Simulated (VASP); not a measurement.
Si2Ge: relaxation of cell and atoms with PBE

Si2Ge:

```
CELL_PARAMETERS angstrom
-1.94500 1.94500 8.25000
1.94500 -1.94500 8.25000
1.94500 1.94500 -8.25000
ATOMIC_POSITIONS crystal
Si 0.08333 0.58333 0.50000
Si 0.41667 0.91667 0.50000
Si 0.66667 0.66667 0.00000
Si 0.33333 0.33333 0.00000
Ge 0.00000 0.00000 0.00000
Ge 0.75000 0.25000 0.50000
```

```
Program                : VASP 6.6.1
Task                   : relaxation of cell and atoms
Functional             : PBE
Potentials or basis    : VASP PAW PBE potentials, release 64 (Si, Ge_d)
Cutoff                 : 600 eV
k mesh                 : 6 × 6 × 6
Occupations            : gaussian, width 0.2 eV
Spin                   : no spin polarisation
Dipole correction      : no
Further INCAR settings : ALGO = Normal; EDIFF = 1e-07; IBRION = 2; EDIFFG = -0.08; NSW = 36; ISIF = 3
```

The relaxed volume is 21.39 Å³/atom and the relaxed cell is a = 8.765 Å, b = 8.765 Å, c = 8.765 Å, α = 154.10°, β = 154.10°, γ = 36.96°. The space group after relaxing (to 0.1 Å) is I4_1/amd (No. 141). The energy gained by relaxing is 8.6 meV/atom, the ionic steps are 4 and the pressure after relaxing is 0.0 GPa. The largest force after relaxing is 0.009 eV/Å. The band gap on the k mesh is 0.48 eV.

Forces on the atoms (eV/Å):
```
Si   0.000  0.000 -0.009
Si   0.000  0.000  0.009
Si   0.000  0.000  0.009
Si   0.000  0.000 -0.009
Ge   0.000  0.000  0.000
Ge   0.000  0.000  0.000
```

Step by step:
```csv
step,energy change (eV),largest force (eV/Å),pressure (GPa),volume (Å³)
1,0.0000,0.5334,2.40,124.84
2,-0.0425,0.0273,-1.27,130.55
3,-0.0494,0.1187,-0.33,128.95
4,-0.0514,0.0090,0.03,128.33
```

Final structure:
```
Si Ge
1.0
    -1.96449    1.96449    8.31335
     1.96449   -1.96449    8.31335
     1.96449    1.96449   -8.31335
Si Ge
4 2
Direct
  0.08483 0.58483 0.50000
  0.41517 0.91517 0.50000
  0.66517 0.66517 0.00000
  0.33483 0.33483 0.00000
  0.00000 0.00000 0.00000
  0.75000 0.25000 0.50000
```

Levels at points of the mesh, in eV from the valence-band top:
| k point | band 20 | band 21 | band 22 | band 23 | band 24 | band 25 |
| --- | --- | --- | --- | --- | --- | --- |
| (0.00, 0.00, 0.00) | -0.03 | 0.00 | 0.00 | 0.48 | 0.99 | 1.83 |
| (0.50, 0.00, 0.00) | -1.25 | -1.24 | -1.17 | 1.00 | 2.07 | 2.30 |
| (0.50, 0.50, 0.00) | -3.56 | -2.86 | -2.86 | 0.76 | 0.76 | 2.70 |
| (0.50, 0.50, 0.50) | -1.31 | -1.10 | -1.10 | 0.73 | 0.73 | 1.70 |

Run time: 35 min on 1 thread of Intel Xeon 8259CL, with other jobs on the host, peak memory 0.79 GiB.

A k mesh can miss the band edges.
